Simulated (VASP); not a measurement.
# Sm3H2 (R-3m) in VASP: notebook

Sm3H2 is run at these levels: PBE; tasks: single point.

Program: VASP 6.6.1. These are calculated values, not measurements. Logs are shortened: lines on timing, memory, paths and dates and some standing lists are left out, and cuts for length are marked.

### 1 The cell of the first run

It takes space group R-3m (No. 166, trigonal). The conventional cell has a = 4.870 Å, b = 4.870 Å, c = 15.497 Å, α = 90.00°, β = 90.00°, γ = 120.00°. Sm (site symmetry 3m) has 7 Sm at 2.94 to 3.58 Å and 7 H at 2.98 to 3.43 Å within 3.9 Å. Sm (site symmetry -3m) has 6 Sm at 3.02 Å and 8 H at 3.08 to 3.50 Å within 4.0 Å. H (site symmetry 3m) has 11 Sm at 2.98 to 3.50 Å and 3 H at 2.98 Å within 3.9 Å.

The cell was built from a structure type or drawn by symmetry, and may not be a known phase.

### 2 Single point, PBE

Contents of INCAR:

```
SYSTEM = Sm3H2
ALGO = Normal
EDIFF = 1E-6
ENCUT = 500
GGA = PE
GGA_COMPAT = .FALSE.
ISIF = 2
ISMEAR = 0
LASPH = .TRUE.
LCHARG = .FALSE.
LMAXMIX = 6
LREAL = .FALSE.
LWAVE = .FALSE.
NBANDS = 26
NELM = 200
PREC = Accurate
SIGMA = 0.1
```

Contents of KPOINTS:

```
k-points
0
G
  6 6 6
  0 0 0
```

Contents of POSCAR:

```
Sm3H2
1.0
    2.4351308300      1.4059234400      5.1658006700
   -2.4351308300      1.4059234400      5.1658006700
    0.0000000000     -2.8118468900      5.1658006700
Sm H
3 2
Direct
    0.4050000000      0.4050000000      0.4050000000
    0.5950000000      0.5950000000      0.5950000000
    0.0000000000      0.0000000000      0.0000000000
    0.8012999900      0.8012999900      0.8012999900
    0.1987000100      0.1987000100      0.1987000100
```

Potentials or basis: VASP PAW PBE potentials, release 64 (Sm_3, H), 4f in core.

On the command line:

```bash
cat potpaw_PBE.64/Sm_3/POTCAR potpaw_PBE.64/H/POTCAR > POTCAR
mpirun -np 1 vasp_std > vasp.out
```

OUTCAR:

```text
SYSTEM = Sm3H2
   EDIFF = 1E-6
   ENCUT = 500
   GGA = PE
   ISIF = 2
   ISMEAR = 0
   LASPH = .TRUE.
   LREAL = .FALSE.
   NELM = 200
   PREC = Accurate

 ion  position               nearest neighbor table
   1  0.405  0.405  0.405-   2 2.94   3 3.02   3 3.02   3 3.02   2 3.58   2 3.58   2 3.58
   2  0.595  0.595  0.595-   1 2.94   3 3.02   3 3.02   3 3.02   1 3.58   1 3.58   1 3.58
   3  0.000  0.000  0.000-   2 3.02   2 3.02   1 3.02   1 3.02   2 3.02   1 3.02
   4  0.801  0.801  0.801-
   5  0.199  0.199  0.199-

  LATTYP: Found a trigonal (rhomboedric) cell.
 ALAT       =     5.8814946604
 COS(alpha) =     0.6571539258

  Lattice vectors:

 A1 = (   2.4351308300,   1.4059234400,   5.1658006700)
 A2 = (  -2.4351308300,   1.4059234400,   5.1658006700)
 A3 = (   0.0000000000,  -2.8118468900,   5.1658006700)

Analysis of symmetry for initial positions (statically):
=====================================================================
 Subroutine PRICEL returns:
 Original cell was already a primitive cell.

 Routine SETGRP: Setting up the symmetry group for a
 trigonal (rhombohedral) supercell.

 Subroutine GETGRP returns: Found 12 space group operations
 (whereof 12 operations were pure point group operations)
 out of a pool of 12 trial point group operations.

The static configuration has the point symmetry D_3d.

Analysis of symmetry for dynamics (positions and initial velocities):
=====================================================================
 Subroutine PRICEL returns:
 Original cell was already a primitive cell.

 Routine SETGRP: Setting up the symmetry group for a
 trigonal (rhombohedral) supercell.

 Subroutine GETGRP returns: Found 12 space group operations
 (whereof 12 operations were pure point group operations)
 out of a pool of 12 trial point group operations.

The dynamic configuration has the point symmetry D_3d.

 Subroutine INISYM returns: Found 12 space group operations
 (whereof 12 operations are pure point group operations),
 and found     1 'primitive' translations

----------------------------------------------------------------------------------------

                                     Primitive cell

  volume of cell :     106.1140

  direct lattice vectors                    reciprocal lattice vectors
     2.435130830  1.405923440  5.165800670     0.205327777  0.118546047  0.064526945
    -2.435130830  1.405923440  5.165800670    -0.205327777  0.118546047  0.064526945
     0.000000000 -2.811846890  5.165800670     0.000000000 -0.237092094  0.064526944

  length of vectors
     5.881494660  5.881494660  5.881494665     0.245716072  0.245716072  0.245716071

  position of ions in fractional coordinates (direct lattice)
     0.405000000  0.405000000  0.405000000
     0.595000000  0.595000000  0.595000000
     0.000000000  0.000000000  0.000000000
     0.801299990  0.801299990  0.801299990
     0.198700010  0.198700010  0.198700010

  ion indices of the primitive-cell ions
   primitive index   ion index
                 1           1
                 2           2
                 3           3
                 4           4
                 5           5

----------------------------------------------------------------------------------------

 KPOINTS: k-points

Automatic generation of k-mesh.
 Grid dimensions read from file:
 generate k-points for:    6    6    6

 Generating k-lattice:

  Cartesian coordinates                     Fractional coordinates (reciprocal lattice)
     0.034221296  0.019757675  0.010754491     0.166666667  0.000000000  0.000000000
    -0.034221296  0.019757675  0.010754491     0.000000000  0.166666667  0.000000000
     0.000000000 -0.039515349  0.010754491     0.000000000  0.000000000  0.166666667

  Length of vectors
     0.040952679  0.040952679  0.040952679

  Shift w.r.t. Gamma in fractional coordinates (k-lattice)
     0.000000000  0.000000000  0.000000000

 Subroutine IBZKPT returns following result:
 ===========================================

 Found     32 irreducible k-points:

 Following reciprocal coordinates:
            Coordinates               Weight
  0.000000  0.000000  0.000000      1.000000
  0.166667  0.000000  0.000000      6.000000
  0.333333  0.000000  0.000000      6.000000
  0.500000  0.000000  0.000000      3.000000
  0.166667  0.166667  0.000000      6.000000
  0.333333  0.166667  0.000000     12.000000
[... 16 lines left out ...]
  0.500000  0.500000  0.166667      6.000000
 -0.333333  0.500000  0.166667     12.000000
 [... further k-points ...]
   k-points           NKPTS =     32   k-points in BZ     NKDIM =     32   number of bands    NBANDS=     26
   number of dos      NEDOS =    301   number of ions     NIONS =      5
   total plane-waves  NPLWV = 110592
   dimension x,y,z NGX =    48 NGY =   48 NGZ =   48
   dimension x,y,z NGXF=    96 NGYF=   96 NGZF=   96
   ions per type =               3   2
   NGX,Y,Z   is equivalent  to a cutoff of  13.57, 13.57, 13.57 a.u.
   NGXF,Y,Z  is equivalent  to a cutoff of  27.14, 27.14, 27.14 a.u.
 SYSTEM =  Sm3H2
   PREC   = accura    normal or accurate (medium, high low for compatibility)
   ISTART =      0    job   : 0-new  1-cont  2-samecut
   ICHARG =      2    charge: 1-file 2-atom 10-const
   ISPIN  =      1    spin polarized calculation?
   LNONCOLLINEAR =      F non collinear calculations
   LSORBIT =      F    spin-orbit coupling
   LASPH  =      T    aspherical Exc in radial PAW
   ENCUT  =  500.0 eV  36.75 Ry    6.06 a.u.  10.72 10.72 10.72*2*pi/ulx,y,z
   NELM   =    200;   NELMIN=  2; NELMDL= -5     # of ELM steps
   EDIFF  = 0.1E-05   stopping-criterion for ELM
   LREAL  =      F    real-space projection
   EDIFFG = 0.1E-04   stopping-criterion for IOM
   NSW    =      0    number of steps for IOM
   IBRION =     -1    ionic relax: 0-MD 1-quasi-New 2-CG
   NFREE  =      0    steps in history (QN), initial steepest desc. (CG)
   ISIF   =      2    stress and relaxation
   ISYM   =      2    0-nonsym 1-usesym 2-fastsym
   POTIM  = 0.5000    time-step for ionic-motion
   TEBEG  =    0.0;   TEEND  =   0.0 temperature during run
   PSTRESS=    0.0 pullay stress
   NELECT =      35.0000    total number of electrons
   NUPDOWN=      -1.0000    fix difference up-down
   EMIN   =  10.00;   EMAX   =-10.00  energy-range for DOS
   EFERMI =   0.00;   METHOD = LEGACY
   ISMEAR =     0;   SIGMA  =   0.10  broadening in eV -4-tet -1-fermi 0-gaus
   EFERMI_NEDOS =   21; number of points for ismear=-14 and -15
   IALGO  =     38    algorithm
   IMIX   =      4    mixing-type and parameters
     AMIX     =   0.40;   BMIX     =  1.00
     AMIX_MAG =   1.60;   BMIX_MAG =  1.00
  volume/ion in A,a.u.               =      21.22       143.22
  Fermi-wavevector in a.u.,A,eV,Ry     =   1.131114  2.137496 17.407565  1.279420
  Thomas-Fermi vector in A             =   2.267813
   LORBIT       =      0    0 simple, 1 ext, 2 COOP (PROOUT), +10 PAW based schemes
   GGA     = PE    functional components
   LHFCALC =     F    Hartree Fock is set to
   AEXX    =    0.0000 exact exchange contribution
   IVDW    =     0    specifies the selected vdW correction
   LEPSILON=     F    determine dielectric tensor
   LRPA    =     F    only Hartree local field effects (RPA)
 non-spin polarized calculation
 Gauss-broadening in eV      SIGMA  =   0.10
  energy-cutoff  :      500.00
  volume of cell :      106.11
 maximum number of plane-waves:      2714
 NGX is ok and might be reduce to    48
   NGX = 21   NGY = 21   NGZ = 21

 number of electron      35.0000000 magnetization

 Free energy of the ion-electron system (eV)
  ---------------------------------------------------
  ext. energy  EPLUGINS =         0.00000000
  ---------------------------------------------------
  free energy    TOTEN  =       -15.92614830 eV

  energy without entropy =      -15.89745075  energy(sigma->0) =      -15.91179953

 E-fermi :   2.9126     XC(G=0):  -9.7450

 val. band max:        2.8743877224   @ k =   0.5000   0.5000   0.1667
 cond. band min:       2.9193099375   @ k =  -0.1667   0.1667   0.0000
 fundamental gap:      0.0449222150
 Fermi energy:         2.9125780054

 k-point     1 :       0.0000    0.0000    0.0000
  band No.  band energies     occupation
      1     -38.5545      2.00000
      2     -38.1945      2.00000
      3     -37.9721      2.00000
      4     -18.6225      2.00000
      5     -18.5024      2.00000
      6     -18.5024      2.00000
[... 18 lines left out ...]
     25       5.3367      0.00000
     26       6.6228      0.00000

 k-point     2 :       0.1667    0.0000    0.0000
  band No.  band energies     occupation
      1     -38.5257      2.00000
      2     -38.2024      2.00000
      3     -37.9951      2.00000
      4     -18.7255      2.00000
      5     -18.5599      2.00000
      6     -18.4007      2.00000
[... 18 lines left out ...]
     25       5.7096      0.00000
     26       6.6547      0.00000

 k-point     3 :       0.3333    0.0000    0.0000
  band No.  band energies     occupation
      1     -38.4525      2.00000
      2     -38.2302      2.00000
      3     -38.0446      2.00000
      4     -18.8477      2.00000
      5     -18.6587      2.00000
      6     -18.2816      2.00000
[... 18 lines left out ...]
     25       5.9615      0.00000
     26       6.4819      0.00000

 k-point     4 :       0.5000    0.0000    0.0000
  band No.  band energies     occupation
      1     -38.3957      2.00000
      2     -38.2634      2.00000
      3     -38.0703      2.00000
      4     -18.8966      2.00000
      5     -18.7025      2.00000
      6     -18.2476      2.00000
[... 18 lines left out ...]
     25       5.9600      0.00000
     26       6.1205      0.00000

 k-point     5 :       0.1667    0.1667    0.0000
  band No.  band energies     occupation
      1     -38.5206      2.00000
      2     -38.2121      2.00000
      3     -37.9906      2.00000
      4     -18.6792      2.00000
      5     -18.5907      2.00000
      6     -18.3910      2.00000
[... 18 lines left out ...]
     25       5.6528      0.00000
     26       6.5993      0.00000

 k-point     6 :       0.3333    0.1667    0.0000
  band No.  band energies     occupation
      1     -38.4664      2.00000
      2     -38.2319      2.00000
      3     -38.0282      2.00000
      4     -18.7816      2.00000
      5     -18.6253      2.00000
      6     -18.2953      2.00000
[... 427 lines left out ...]
 k-point    21 :      -0.3333    0.3333    0.1667
  band No.  band energies     occupation
      1     -38.3817      2.00000
      2     -38.2740      2.00000
      3     -38.0742      2.00000
      4     -18.8444      2.00000
      5     -18.6325      2.00000
      6     -18.3007      2.00000
[... 18 lines left out ...]
     25       5.6321      0.00000
     26       6.1378      0.00000

 k-point    22 :      -0.1667    0.3333    0.1667
  band No.  band energies     occupation
      1     -38.4145      2.00000
      2     -38.2175      2.00000
      3     -38.0976      2.00000
      4     -18.8384      2.00000
      5     -18.6769      2.00000
      6     -18.2942      2.00000
[... 18 lines left out ...]
     25       6.0509      0.00000
     26       6.6291      0.00000

 k-point    23 :       0.5000    0.5000    0.1667
  band No.  band energies     occupation
      1     -38.4046      2.00000
      2     -38.2952      2.00000
      3     -38.0285      2.00000
      4     -18.7213      2.00000
      5     -18.5771      2.00000
      6     -18.4393      2.00000
[... 18 lines left out ...]
     25       6.0330      0.00000
     26       6.2610      0.00000

 k-point    24 :      -0.3333    0.5000    0.1667
  band No.  band energies     occupation
      1     -38.3839      2.00000
      2     -38.2663      2.00000
      3     -38.0800      2.00000
      4     -18.8271      2.00000
      5     -18.5783      2.00000
      6     -18.3553      2.00000
[... 18 lines left out ...]
     25       5.6382      0.00000
     26       6.8014      0.00000

 [... further k-points ...]
[... 5 lines left out ...]
  --------------------------------------------------------------------------------------
  -------------------------------------------------------------------------------------
  Total        3.9464450      3.9464450     -1.2202626      0.0000000      0.0000000      0.0000000
  in kB       59.5859370     59.5859373    -18.4243002      0.0000000      0.0000000      0.0000000
  external PRESSURE =      33.5825247 kB  Pullay stress =       0.0000000 kB

 VOLUME and BASIS-vectors are now :
 -----------------------------------------------------------------------------
  energy-cutoff  :      500.00
  volume of cell :      106.11
      direct lattice vectors                 reciprocal lattice vectors
     2.435130830  1.405923440  5.165800670     0.205327777  0.118546047  0.064526945
    -2.435130830  1.405923440  5.165800670    -0.205327777  0.118546047  0.064526945
     0.000000000 -2.811846890  5.165800670     0.000000000 -0.237092094  0.064526944

 POSITION                                       TOTAL-FORCE (eV/Angst)
 -----------------------------------------------------------------------------------
      0.00000     -0.00000      6.27645         0.000000     -0.000000      0.032941
      0.00000     -0.00000      9.22095         0.000000      0.000000     -0.032941
      0.00000      0.00000      0.00000         0.000000     -0.000000      0.000000
      0.00000     -0.00000     12.41807         0.000000      0.000000     -0.174338
      0.00000     -0.00000      3.07933         0.000000     -0.000000      0.174338
 -----------------------------------------------------------------------------------
    total drift:                               -0.000000     -0.000000      0.000000

  FREE ENERGIE OF THE ION-ELECTRON SYSTEM (eV)
  ---------------------------------------------------
  free  energy   TOTEN  =       -15.9261482988 eV

  energy  without entropy=      -15.8974507527  energy(sigma->0) =      -15.91179953
```

It took 44 s on 1 thread of Intel Xeon 6975P-C (Granite Rapids), shared host; peak memory 0.35 GiB.

What came out:

```
Free energy            : -15.9261 eV
Pressure               : 3.4 GPa
Largest force          : 0.174 eV/Å
Band gap on the k mesh : zero (an odd number of electrons rules out a gap without spin polarisation)
```

Forces on the atoms (eV/Å):
```
Sm   0.000  0.000  0.033
Sm   0.000  0.000 -0.033
Sm   0.000  0.000  0.000
H    0.000  0.000 -0.174
H    0.000  0.000  0.174
```

Levels at points of the mesh, in eV from the Fermi level:
| k point | band 15 | band 16 | band 17 | band 18 | band 19 | band 20 |
| --- | --- | --- | --- | --- | --- | --- |
| (0.00, 0.00, 0.00) | -1.40 | -1.40 | -0.53 | 0.32 | 0.32 | 0.84 |
| (0.50, 0.00, 0.00) | -1.37 | -0.78 | -0.48 | 0.03 | 0.64 | 0.64 |
| (0.50, 0.50, 0.00) | -1.43 | -0.23 | -0.20 | -0.11 | -0.11 | 0.04 |
| (0.50, 0.50, 0.50) | -1.51 | -1.51 | -0.31 | -0.11 | 0.29 | 0.29 |

Caveat: the cell stands under pressure; spin-orbit coupling is left out, which moves the levels of the heavy elements; the 4f electrons are frozen in the core, so they carry no moment and show no levels.

### 3 Single point, PBE

This run uses another cell than the first one, of 26.54 Å³/atom.

Contents of INCAR:

```
PREC     = Accurate       # precision mode
ENCUT    = 500            # plane-wave cutoff, eV
EDIFF    = 1E-6           # SCF threshold, eV
ISMEAR   = 0              # smearing method
SIGMA    = 0.1            # smearing width, eV
LREAL    = False          # projectors in reciprocal space
LASPH    = True           # aspherical terms in the spheres
NELM     = 200            # most SCF steps
ALGO     = Normal         # electronic algorithm
ISIF     = 2              # what is computed and relaxed
LWAVE    = False          # write WAVECAR
LCHARG   = False          # write CHGCAR
GGA      = PE             # functional
NBANDS   = 26             # bands
GGA_COMPAT= False        
LMAXMIX  = 6              # l up to which the mixer works
```

Contents of KPOINTS:

```
Automatic mesh
0
Gamma
  12 12 12
```

Contents of POSCAR:

```
Sm3H2
1.0
    3.0778920253      1.7770217881      4.0430606537
   -3.0778920253      1.7770217881      4.0430606537
    0.0000000000     -3.5540435800      4.0430606519
Sm H
3 2
Direct
    0.3379820838      0.3379820838      0.3379820838
    0.6620179162      0.6620179162      0.6620179162
    0.0000000000      0.0000000000      0.0000000000
    0.8269813053      0.8269813053      0.8269813053
    0.1730186947      0.1730186947      0.1730186947
```

Potentials or basis: VASP PAW PBE potentials, release 64 (Sm_3, H), 4f in core.

On the command line:

```bash
cat potpaw_PBE.64/Sm_3/POTCAR potpaw_PBE.64/H/POTCAR > POTCAR
mpirun -np 1 vasp_std > vasp.out
```

It took 2.9 min on 1 thread of Intel Xeon 6975P-C (Granite Rapids), shared host; peak memory 0.61 GiB.

Results (log left out):

```
Free energy            : -19.1942 eV
Pressure               : 0.2 GPa
Largest force          : 0.037 eV/Å
Band gap on the k mesh : zero (an odd number of electrons rules out a gap without spin polarisation)
```

Forces on the atoms (eV/Å):
```
Sm   0.000  0.000  0.037
Sm   0.000  0.000 -0.037
Sm   0.000  0.000  0.000
H    0.000  0.000  0.002
H    0.000  0.000 -0.002
```

Stress tensor (GPa, compression positive):
```
0.17 0.00 0.00
0.00 0.17 0.00
0.00 0.00 0.38
```

Levels at points of the mesh, in eV from the Fermi level:
| k point | band 16 | band 17 | band 18 | band 19 | band 20 | band 21 |
| --- | --- | --- | --- | --- | --- | --- |
| (0.00, 0.00, 0.00) | 0.25 | 0.25 | 0.26 | 0.26 | 1.34 | 1.34 |
| (0.50, 0.00, 0.00) | -0.89 | -0.77 | -0.57 | 0.44 | 0.55 | 1.53 |
| (0.50, 0.50, 0.00) | -0.92 | -0.30 | 0.47 | 0.66 | 0.67 | 0.90 |
| (0.50, 0.50, 0.50) | 0.41 | 0.41 | 0.46 | 0.52 | 0.52 | 1.79 |

Caveat: spin-orbit coupling is left out, which moves the levels of the heavy elements; the 4f electrons are frozen in the core, so they carry no moment and show no levels.

(Continued in part 2 of 2.)
